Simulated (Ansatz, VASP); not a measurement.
## One calculation of N, two programs

```
N
1.0
     4.92552    0.00000    0.00000
     0.00000    4.92552    0.00000
     0.00000    0.00000    4.92552
N
4
Direct
  0.99998 0.99998 0.99998
  0.50002 0.00002 0.49998
  0.49998 0.50002 0.00002
  0.00002 0.49998 0.50002
```

Alike in both runs: functional LDA; k mesh 6 × 6 × 6; occupations gaussian, width 0.02 eV; collinear spin.

Ansatz relaxed the structure, and its values are those at the end. VASP's run is a single point on that final structure, the one shown.

|  | VASP | Ansatz |
| --- | --- | --- |
| version | VASP 6.6.1 | Ansatz 0.2.0 |
| potentials or method | VASP PAW LDA potentials, release 64 (N), cutoff 520 eV | scalar-relativistic, plane waves, PAW |
| valence electrons in the cell | 20 | 20 |

|  | VASP | Ansatz | Ansatz less VASP |
| --- | --- | --- | --- |
| gap on the k mesh at the Fermi level (eV) | 1.77 | 1.90 | +0.131 |
| least direct gap on the mesh (eV) | 1.93 | 2.06 | +0.131 |
| pressure (GPa) | -0.2 | -0.2 | +0.07 |
| net moment per atom (μB) | 3.00 | 3.00 | 0.000 |
| size of the moment on the site where the two differ most (μB) | 1.93 | 2.88 | +0.949 |

LDA's correlation is that of Perdew and Zunger in VASP and of Perdew and Wang (1992) in Ansatz. Site moments also hang on the region over which each program counts them. Ansatz's warnings: stress scf threshold loose.
